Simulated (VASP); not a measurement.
Set up this calculation in VASP 6.6.1, as the native input.

```yaml
Task: single point
Functional: PBE
Potentials_or_basis: VASP PAW PBE potentials, release 64 (Cu)
Cutoff: 520 eV
k_mesh: 24 × 24 × 12
Occupations: gaussian, width 0.1 eV
Spin: no spin polarisation
Dipole_correction: no
Further_INCAR_settings: ALGO = Fast; EDIFF = 1e-07; NBANDS = 18
```

The structure of Cu lies in POSCAR:

```
Cu
1.0
    2.6707307877      0.0000000000      0.0000000000
   -1.3353653939      2.3129207088      0.0000000000
    0.0000000000      0.0000000000      4.3612692841
Cu
2
Direct
    0.3333333333      0.6666666667      0.2500000000
    0.6666666667      0.3333333333      0.7500000000
```

This cell differs from its parent crystal: equal strain along all axes, cell held: +4.0 %.

One way to write it, as run:

INCAR

```
SYSTEM = Cu
ALGO = Fast
EDIFF = 1E-7
ENCUT = 520
GGA = PE
ISIF = 2
ISMEAR = 0
LASPH = .TRUE.
LCHARG = .TRUE.
LELF = .TRUE.
LREAL = .FALSE.
LVHAR = .TRUE.
LWAVE = .FALSE.
NBANDS = 18
NELM = 60
PREC = Accurate
SIGMA = 0.1
```

KPOINTS

```
k-points
0
G
  24 24 12
  0 0 0
```

Potentials or basis: VASP PAW PBE potentials, release 64 (Cu).

Launch:

```sh
$ cat potpaw_PBE.64/Cu/POTCAR > POTCAR
$ mpirun -np 1 vasp_std > vasp.out
```

It gave:

```yaml
Pressure: -11.9 GPa
Band_gap_on_the_k_mesh: zero (band 11 reaches 9.83 eV, above the bottom of band 12 at 4.29 eV)
```

Caveat: the cell differs from its parent crystal (equal strain along all axes, cell held: +4.0 %).

It took 80 s on 1 thread of Intel(R) Xeon(R) 6975P-C (Granite Rapids) (shared host), peak memory 0.27 GiB.
